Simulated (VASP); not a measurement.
# Rh (Fm-3m) in VASP: further runs

The runs below take Rh through relaxation of cell and atoms, single point, with RPBE, RPBE+D4, PBE0.

All numbers are computed with VASP 6.6.1; they aren't measurements. Logs are shortened: lines on timing, memory, paths and dates and some standing lists are left out, and cuts for length are marked.

## Step 1: The cell of the first run

The structure is cubic, space group Fm-3m (No. 225). Conventional cell: a = 3.796 Å, b = 3.796 Å, c = 3.796 Å, α = 90.00°, β = 90.00°, γ = 90.00°. Rh (site symmetry m-3m) has 12 Rh at 2.68 Å within 3.5 Å.

## Step 2: Relaxation of cell and atoms, RPBE

INCAR reads:

```
SYSTEM = Rh
PREC = Accurate
ENCUT = 600
EDIFF = 1E-6
ISMEAR = -1
SIGMA = 0.05
LREAL = .False.
LASPH = .True.
NELM = 60
ALGO = Normal
ISIF = 3
LWAVE = .False.
LCHARG = .False.
GGA = RP
IBRION = 2
NSW = 80
EDIFFG = -0.02
```

KPOINTS reads:

```
Automatic mesh
0
Gamma
  12 12 12
  0 0 0
```

POSCAR reads:

```
Rh
1.0
    0.0000000000      1.8978500000      1.8978500000
    1.8978500000      0.0000000000      1.8978500000
    1.8978500000      1.8978500000      0.0000000000
Rh
1
Direct
    0.0000000000      0.0000000000      0.0000000000
```

Potentials or basis: VASP PAW PBE potentials, release 64 (Rh_pv).

Command:

```console
cat potpaw_PBE.64/Rh_pv/POTCAR > POTCAR
mpirun -np 1 vasp_std > vasp.out
```

OUTCAR:

```text
SYSTEM = Rh
   PREC = Accurate
   ENCUT = 600
   EDIFF = 1E-6
   ISMEAR = -1
   LREAL = .False.
   LASPH = .True.
   NELM = 60
   ISIF = 3
   GGA = RP
   IBRION = 2
   NSW = 80
   EDIFFG = -0.02

 ion  position               nearest neighbor table
   1  0.000  0.000  0.000-

  LATTYP: Found a face centered cubic cell.
 ALAT       =     3.7957000000

  Lattice vectors:

 A1 = (   0.0000000000,   1.8978500000,   1.8978500000)
 A2 = (   1.8978500000,   0.0000000000,   1.8978500000)
 A3 = (   1.8978500000,   1.8978500000,   0.0000000000)

Analysis of symmetry for initial positions (statically):
=====================================================================
 Subroutine PRICEL returns:
 Original cell was already a primitive cell.

 Routine SETGRP: Setting up the symmetry group for a
 face centered cubic supercell.

 Subroutine GETGRP returns: Found 48 space group operations
 (whereof 48 operations were pure point group operations)
 out of a pool of 48 trial point group operations.

The static configuration has the point symmetry O_h .

Analysis of symmetry for dynamics (positions and initial velocities):
=====================================================================
 Subroutine PRICEL returns:
 Original cell was already a primitive cell.

 Routine SETGRP: Setting up the symmetry group for a
 face centered cubic supercell.

 Subroutine GETGRP returns: Found 48 space group operations
 (whereof 48 operations were pure point group operations)
 out of a pool of 48 trial point group operations.

The dynamic configuration has the point symmetry O_h .

 Subroutine INISYM returns: Found 48 space group operations
 (whereof 48 operations are pure point group operations),
 and found     1 'primitive' translations

----------------------------------------------------------------------------------------

                                     Primitive cell

  volume of cell :      13.6715

  direct lattice vectors                    reciprocal lattice vectors
     0.000000000  1.897850000  1.897850000    -0.263456016  0.263456016  0.263456016
     1.897850000  0.000000000  1.897850000     0.263456016 -0.263456016  0.263456016
     1.897850000  1.897850000  0.000000000     0.263456016  0.263456016 -0.263456016

  length of vectors
     2.683965209  2.683965209  2.683965209     0.456319205  0.456319205  0.456319205

  position of ions in fractional coordinates (direct lattice)
     0.000000000  0.000000000  0.000000000

  ion indices of the primitive-cell ions
   primitive index   ion index
                 1           1

----------------------------------------------------------------------------------------

 KPOINTS: Automatic mesh

Automatic generation of k-mesh.
 Grid dimensions read from file:
 generate k-points for:   12   12   12

 Generating k-lattice:

  Cartesian coordinates                     Fractional coordinates (reciprocal lattice)
    -0.021954668  0.021954668  0.021954668     0.083333333  0.000000000  0.000000000
     0.021954668 -0.021954668  0.021954668     0.000000000  0.083333333  0.000000000
     0.021954668  0.021954668 -0.021954668     0.000000000  0.000000000  0.083333333

  Length of vectors
     0.038026600  0.038026600  0.038026600

  Shift w.r.t. Gamma in fractional coordinates (k-lattice)
     0.000000000  0.000000000  0.000000000

 Subroutine IBZKPT returns following result:
 ===========================================

 Found     72 irreducible k-points:

 Following reciprocal coordinates:
            Coordinates               Weight
  0.000000  0.000000  0.000000      1.000000
  0.083333  0.000000  0.000000      8.000000
  0.166667  0.000000  0.000000      8.000000
  0.250000  0.000000  0.000000      8.000000
  0.333333  0.000000  0.000000      8.000000
  0.416667  0.000000  0.000000      8.000000
[... 16 lines left out ...]
  0.500000  0.166667  0.000000     24.000000
 -0.416667  0.166667  0.000000     24.000000
 [... further k-points ...]
   k-points           NKPTS =     72   k-points in BZ     NKDIM =     72   number of bands    NBANDS=     11
   number of dos      NEDOS =    301   number of ions     NIONS =      1
   total plane-waves  NPLWV =  13824
   dimension x,y,z NGX =    24 NGY =   24 NGZ =   24
   dimension x,y,z NGXF=    48 NGYF=   48 NGZF=   48
   ions per type =               1
   NGX,Y,Z   is equivalent  to a cutoff of  14.87, 14.87, 14.87 a.u.
   NGXF,Y,Z  is equivalent  to a cutoff of  29.73, 29.73, 29.73 a.u.
 SYSTEM =  Rh
   PREC   = accura    normal or accurate (medium, high low for compatibility)
   ISTART =      0    job   : 0-new  1-cont  2-samecut
   ICHARG =      2    charge: 1-file 2-atom 10-const
   ISPIN  =      1    spin polarized calculation?
   LNONCOLLINEAR =      F non collinear calculations
   LSORBIT =      F    spin-orbit coupling
   LASPH  =      T    aspherical Exc in radial PAW
   ENCUT  =  600.0 eV  44.10 Ry    6.64 a.u.   5.36  5.36  5.36*2*pi/ulx,y,z
   NELM   =     60;   NELMIN=  2; NELMDL= -5     # of ELM steps
   EDIFF  = 0.1E-05   stopping-criterion for ELM
   LREAL  =      F    real-space projection
   EDIFFG = -.2E-01   stopping-criterion for IOM
   NSW    =     80    number of steps for IOM
   IBRION =      2    ionic relax: 0-MD 1-quasi-New 2-CG
   NFREE  =      1    steps in history (QN), initial steepest desc. (CG)
   ISIF   =      3    stress and relaxation
   ISYM   =      2    0-nonsym 1-usesym 2-fastsym
   POTIM  = 0.5000    time-step for ionic-motion
   TEBEG  =    0.0;   TEEND  =   0.0 temperature during run
   PSTRESS=    0.0 pullay stress
   NELECT =      15.0000    total number of electrons
   NUPDOWN=      -1.0000    fix difference up-down
   EMIN   =  10.00;   EMAX   =-10.00  energy-range for DOS
   EFERMI =   0.00;   METHOD = LEGACY
   ISMEAR =    -1;   SIGMA  =   0.05  broadening in eV -4-tet -1-fermi 0-gaus
   EFERMI_NEDOS =   21; number of points for ismear=-14 and -15
   IALGO  =     38    algorithm
   IMIX   =      4    mixing-type and parameters
     AMIX     =   0.40;   BMIX     =  1.00
     AMIX_MAG =   1.60;   BMIX_MAG =  1.00
  volume/ion in A,a.u.               =      13.67        92.26
  Fermi-wavevector in a.u.,A,eV,Ry     =   1.688496  3.190795 38.790465  2.851019
  Thomas-Fermi vector in A             =   2.770792
   LORBIT       =      0    0 simple, 1 ext, 2 COOP (PROOUT), +10 PAW based schemes
   GGA     = RP    functional components
   LHFCALC =     F    Hartree Fock is set to
   AEXX    =    0.0000 exact exchange contribution
   IVDW    =     0    specifies the selected vdW correction
   LEPSILON=     F    determine dielectric tensor
   LRPA    =     F    only Hartree local field effects (RPA)
 conjugate gradient relaxation of ions
 non-spin polarized calculation
  energy-cutoff  :      600.00
  volume of cell :       13.67
 maximum number of plane-waves:       471
 NGX is ok and might be reduce to    24
   NGX = 11   NGY = 11   NGZ = 11

--------------------------------------- Ionic step        1  -------------------------------------------

 number of electron      15.0000002 magnetization

 Free energy of the ion-electron system (eV)
  ---------------------------------------------------
  ext. energy  EPLUGINS =         0.00000000
  ---------------------------------------------------
  free energy    TOTEN  =        -6.59953132 eV

  energy without entropy =       -6.59107533  energy(sigma->0) =       -6.59530332

------------------------ aborting loop because EDIFF is reached ----------------------------------------

  FORCE on cell =-STRESS in cart. coord.  units (eV):
  Direction    XX          YY          ZZ          XY          YZ          ZX
  --------------------------------------------------------------------------------------
  -------------------------------------------------------------------------------------
  Total        1.0369279      1.0369279      1.0369279      0.0000000     -0.0000000      0.0000000
  in kB      121.5188011    121.5188011    121.5188011      0.0000000     -0.0000000      0.0000000
  external PRESSURE =     121.5188011 kB  Pullay stress =       0.0000000 kB
[... 20 lines left out ...]
  energy  without entropy=       -6.5910753281  energy(sigma->0) =       -6.59530332

--------------------------------------- Ionic step        2  -------------------------------------------

 number of electron      15.0000001 magnetization

 E-fermi :   9.5900     XC(G=0): -13.0354

 val. band max:        9.5299743759   @ k =  -0.3333   0.3333   0.0000
 cond. band min:       9.6035482146   @ k =   0.4167   0.0000   0.0000
 fundamental gap:      0.0735738387
 Fermi energy:         9.5899582071

 k-point     1 :       0.0000    0.0000    0.0000
  band No.  band energies     occupation
      1     -36.5632      2.00000
      2     -36.5632      2.00000
      3     -36.5632      2.00000
      4       2.6768      2.00000
      5       7.1198      2.00000
      6       7.1198      2.00000
      7       7.1198      2.00000
      8       8.7739      2.00000
      9       8.7739      2.00000
     10      25.5940      0.00000
     11      30.5566      0.00000
[... 389 lines left out ...]
  energy  without entropy=       -6.6123525985  energy(sigma->0) =       -6.61706487

--------------------------------------- Ionic step        4  -------------------------------------------

 number of electron      14.9999998 magnetization

 Free energy of the ion-electron system (eV)
  ---------------------------------------------------
  ext. energy  EPLUGINS =         0.00000000
  ---------------------------------------------------
  free energy    TOTEN  =        -6.62180740 eV

  energy without entropy =       -6.61241758  energy(sigma->0) =       -6.61711249

 E-fermi :  11.2840     XC(G=0): -13.6831

 val. band max:       11.2115938401   @ k =  -0.3333   0.3333   0.0000
 cond. band min:      11.3096142250   @ k =   0.3333   0.1667   0.0000
 fundamental gap:      0.0980203849
 Fermi energy:        11.2840209873

 k-point     1 :       0.0000    0.0000    0.0000
  band No.  band energies     occupation
      1     -35.0521      2.00000
      2     -35.0521      2.00000
      3     -35.0521      2.00000
      4       3.6505      2.00000
      5       8.3832      2.00000
      6       8.3832      2.00000
      7       8.3832      2.00000
      8      10.3307      2.00000
      9      10.3307      2.00000
     10      27.3097      0.00000
     11      31.9618      0.00000
[... 350 lines left out ...]
  FREE ENERGIE OF THE ION-ELECTRON SYSTEM (eV)
  ---------------------------------------------------
  free  energy   TOTEN  =        -6.6218073952 eV

  energy  without entropy=       -6.6124175837  energy(sigma->0) =       -6.61711249

 reached required accuracy - stopping structural energy minimisation
```

Wall time 21 s (1 thread of Intel Xeon Platinum 8488C (Sapphire Rapids), shared host); peak memory 0.16 GiB.

Results:

```
Free energy                           : -6.6218 eV
Relaxed volume                        : 14.30 Å³/atom
Relaxed cell                          : a = 2.724 Å, b = 2.724 Å, c = 2.724 Å, α = 60.00°, β = 60.00°, γ = 60.00°
Space group after relaxing (to 0.1 Å) : Fm-3m (No. 225)
Energy gained by relaxing             : 22.3 meV/atom
Ionic steps                           : 4
Pressure after relaxing               : 0.0 GPa
Band gap on the k mesh                : zero (an odd number of electrons rules out a gap without spin polarisation)
```

The path:
```csv
step,energy change (eV),largest force (eV/Å),pressure (GPa),volume (Å³)
1,0.0000,0.0000,12.15,13.67
2,0.0761,0.0000,-18.41,15.83
3,-0.0222,0.0000,-0.39,14.32
4,-0.0223,0.0000,-0.03,14.30
```

Final structure:
```cif
data_structure
_symmetry_space_group_name_H-M 'P 1'
_symmetry_Int_Tables_number 1
_cell_length_a 2.7243
_cell_length_b 2.7243
_cell_length_c 2.7243
_cell_angle_alpha 60.000
_cell_angle_beta 60.000
_cell_angle_gamma 60.000
_cell_volume 14.30
loop_
_atom_site_label
_atom_site_type_symbol
_atom_site_fract_x
_atom_site_fract_y
_atom_site_fract_z
_atom_site_occupancy
Rh1 Rh 0.00000 0.00000 0.00000 1
```

Caveat: the PAW data sets were made with another functional, which shifts forces and pressure a little. RPBE and its kin give volumes clearly too large for solids.

[end of part 1 of 2]
